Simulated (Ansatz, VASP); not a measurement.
Two plane-wave programs on W

```
W
1.0
     4.28928   -3.18448   -1.37340
     4.28928    3.18448   -1.37340
    -2.91636    0.00000    5.66309
W
8
Direct
  0.75000 0.75000 0.25004
  0.25000 0.25000 0.74996
  0.25000 0.25000 0.24997
  0.75000 0.75000 0.75003
  0.75000 0.25000 0.25000
  0.75000 0.25000 0.75000
  0.25000 0.75000 0.75000
  0.25000 0.75000 0.25000
```

Alike in both runs: functional PBE; k mesh 4 × 4 × 4; occupations gaussian, width 0.1 eV; no spin polarisation.

Ansatz relaxed the structure, and its values are those at the end. VASP's run is a single point on that final structure, the one shown.

```csv
,VASP,Ansatz
version,VASP 6.6.1,Ansatz 0.2.0
potentials or method,"VASP PAW PBE potentials, release 64 (W_sv), cutoff 520 eV","scalar-relativistic, plane waves, PAW"
valence electrons in the cell,112,112
```

Ansatz gave:

| Quantity | Value |
| --- | --- |
| gap on the k mesh at the Fermi level (eV) | none |
| pressure (GPa) | 0.0 |

Problem. Estimate VASP's values.

Solution. gap on the k mesh at the Fermi level (eV): none; pressure (GPa): 0.5.

A gap of «none» marks a metal or a gap that the smearing closes. With one functional, cell and mesh, what is left measures potentials, basis and numerics.

Spin-orbit coupling is off throughout.
